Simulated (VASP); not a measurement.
Input of a VASP 6.6.1 run:

INCAR

```
SYSTEM = S
PREC = Accurate
ENCUT = 500
EDIFF = 1E-6
ISMEAR = 0
SIGMA = 0.02
LREAL = .FALSE.
LASPH = .TRUE.
NELM = 120
ALGO = Normal
ISIF = 2
LWAVE = .FALSE.
LCHARG = .FALSE.
GGA = PE
NBANDS = 20
GGA_COMPAT = .FALSE.
```

File KPOINTS:

```
regular mesh
0
G
  6 6 6
  0 0 0
```

File POSCAR:

```
S
1.0
    5.1978551563     -0.0012504824      0.0686642735
   -0.0121921319      5.4420739470     -0.4099956742
   -0.0936507325     -1.9813711130      5.1927832688
S
4
Direct
    0.7179248172      0.6947158551      0.3965501105
    0.2201818153      0.1505624903      0.5245504244
    0.9739421697      0.8833710459      0.2425181059
    0.4762844222      0.9618957038      0.6785712083
```

Potentials or basis: VASP PAW PBE potentials, release 64 (S).

Run with:

```bash
$ cat potpaw_PBE.64/S/POTCAR > POTCAR
$ mpirun -np 1 vasp_std > vasp.out
```

Task: Estimate the pressure.

Result: -0.3 GPa.

Task: What does it give for the largest force?

Result: 0.106 eV/Å.

Task: Predict the band gap on the k mesh.

Result: 1.88 eV (least direct gap 1.90 eV).

Stress tensor (GPa, compression positive):
```
-0.44  0.00  0.00
 0.00 -0.28 -0.02
 0.00 -0.02 -0.31
```

A k mesh can miss the band edges.
